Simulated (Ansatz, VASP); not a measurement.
Two plane-wave programs on HfC

The input INCAR:

```
SYSTEM = HfC
PREC = Accurate ; ENCUT = 520
EDIFF = 1E-6 ; ISMEAR = 0
SIGMA = 0.05 ; LREAL = .False.
LASPH = .True. ; NELM = 60
ALGO = Normal ; ISIF = 2
LWAVE = .False. ; LCHARG = .False.
GGA = PE ; NBANDS = 14
```

The input KPOINTS:

```
Automatic mesh
0
Gamma
  12 12 12
  0 0 0
```

POSCAR

```
HfC
1.0
    2.8467000146      0.0000000000      0.0000000000
    0.0000000000      2.8467000146      0.0000000000
    0.0000000000      0.0000000000      2.8467000146
Hf C
1 1
Direct
    0.0000000000      0.0000000000      0.0000000000
    0.5000000000      0.5000000000      0.5000000000
```

Input for Ansatz:

```yaml
crystal:
  lattice:
    - [2.8467000146, 0.0, 0.0]
    - [0.0, 2.8467000146, 0.0]
    - [0.0, 0.0, 2.8467000146]
  atoms:
    - { symbol: Hf, position: [0.0, 0.0, 0.0] }
    - { symbol: C, position: [0.5, 0.5, 0.5] }
basis:
  ecutwfc: 420
  ecutrho_ratio: 4
kpoints:
  mp_grid: { grid: [12, 12, 12] }
hamiltonian:
  xc: pbe
scf:
  occupations: { method: gaussian, width: 0.05 }
output:
  forces: true
  stress: true
  eigenvalues: true
```

Alike in both runs: task single point; functional PBE; k mesh 12 × 12 × 12; occupations gaussian, width 0.05 eV; no spin polarisation.

|  | VASP | Ansatz |
| --- | --- | --- |
| version | VASP 6.6.1 | Ansatz 0.2.0 |
| potentials or method | VASP PAW PBE potentials, release 64 (Hf_pv, C), cutoff 520 eV | scalar-relativistic, plane waves, PAW |
| valence electrons in the cell | 14 | 30 |

|  | VASP | Ansatz | Ansatz less VASP |
| --- | --- | --- | --- |
| gap on the k mesh at the Fermi level (eV) | none | none | - |
| pressure (GPa) | 11.4 | 12.9 | +1.50 |

A gap of «none» marks a metal or a gap that the smearing closes. VASP's potentials hold 14 valence electrons a cell and Ansatz's 30, so a difference there can come from the potentials and not from the codes.

Neither program's run includes spin-orbit coupling.
